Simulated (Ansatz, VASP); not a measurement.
**TaSi2: VASP beside Ansatz**

File INCAR:

```
SYSTEM = TaSi2
ALGO = Normal
EDIFF = 1E-6
EDIFFG = -0.005
ENCUT = 600
GGA = CA
IBRION = 2
ISIF = 3
ISMEAR = 0
LASPH = .TRUE.
LCHARG = .FALSE.
LREAL = .FALSE.
LWAVE = .FALSE.
NELM = 60
NSW = 70
PREC = Accurate
SIGMA = 0.1
```

Contents of KPOINTS:

```
k-points
0
G
  9 9 6
  0 0 0
```

POSCAR

```
TaSi2
1.0
    4.8051009051      0.0000000000      0.0000000000
   -2.4025504525      4.1613394515      0.0000000000
    0.0000000000      0.0000000000      6.5988658923
Ta Si
3 6
Direct
    0.5000000000      0.0000000000      0.5000000000
    0.5000000000      0.5000000000      0.8333333333
    0.0000000000      0.5000000000      0.1666666667
    0.1589199928      0.3178399856      0.5000000000
    0.8410800072      0.1589199928      0.8333333333
    0.6821600144      0.8410800072      0.1666666667
    0.8410800072      0.6821600144      0.5000000000
    0.1589199928      0.8410800072      0.8333333333
    0.3178399856      0.1589199928      0.1666666667
```

Input for Ansatz:

```yaml
crystal:
  lattice:
    - [4.8051009051, 0.0, 0.0]
    - [-2.4025504525, 4.1613394515, 0.0]
    - [0.0, 0.0, 6.5988658923]
  atoms:
    - { symbol: Ta, position: [0.5, 0.0, 0.5] }
    - { symbol: Ta, position: [0.5, 0.5, 0.8333333333] }
    - { symbol: Ta, position: [0.0, 0.5, 0.1666666667] }
    - { symbol: Si, position: [0.1589199928, 0.3178399856, 0.5] }
    - { symbol: Si, position: [0.8410800072, 0.1589199928, 0.8333333333] }
    - { symbol: Si, position: [0.6821600144, 0.8410800072, 0.1666666667] }
    - { symbol: Si, position: [0.8410800072, 0.6821600144, 0.5] }
    - { symbol: Si, position: [0.1589199928, 0.8410800072, 0.8333333333] }
    - { symbol: Si, position: [0.3178399856, 0.1589199928, 0.1666666667] }
basis:
  ecutwfc: 420
kpoints:
  mp_grid: { grid: [9, 9, 6] }
hamiltonian:
  xc: lda
scf:
  occupations: { method: gaussian, width: 0.1 }
output:
  forces: true
  stress: true
  eigenvalues: true
relax:
  adjacent_minimum: "off"
  f_tol: 0.005
  max_steps: 50
  cell: { stress_tol: 0.05 }
```

Alike in both runs: task relaxation of cell and atoms; functional LDA; k mesh 9 × 9 × 6; occupations gaussian, width 0.1 eV; no spin polarisation.

|  | VASP | Ansatz |
| --- | --- | --- |
| version | VASP 6.6.1 | Ansatz 0.2.0 |
| potentials or method | VASP PAW LDA potentials, release 64 (Ta_pv, Si), cutoff 600 eV | scalar-relativistic, plane waves, PAW |
| valence electrons in the cell | 57 | 63 |

|  | VASP | Ansatz | Ansatz less VASP |
| --- | --- | --- | --- |
| gap on the k mesh at the Fermi level, each at its own relaxed structure (eV) | none | none | - |
| relaxed volume (Å³/atom) | 14.09 | 14.04 | -0.047 |
| relaxed cell length with the largest relative difference (Å) | 4.738 | 4.732 | -0.0053 |

LDA's correlation is that of Perdew and Zunger in VASP and of Perdew and Wang (1992) in Ansatz. A gap of «none» marks a metal or a gap that the smearing closes. VASP's potentials hold 57 valence electrons a cell and Ansatz's 63, so a difference there can come from the potentials and not from the codes.

Spin-orbit coupling is off throughout.
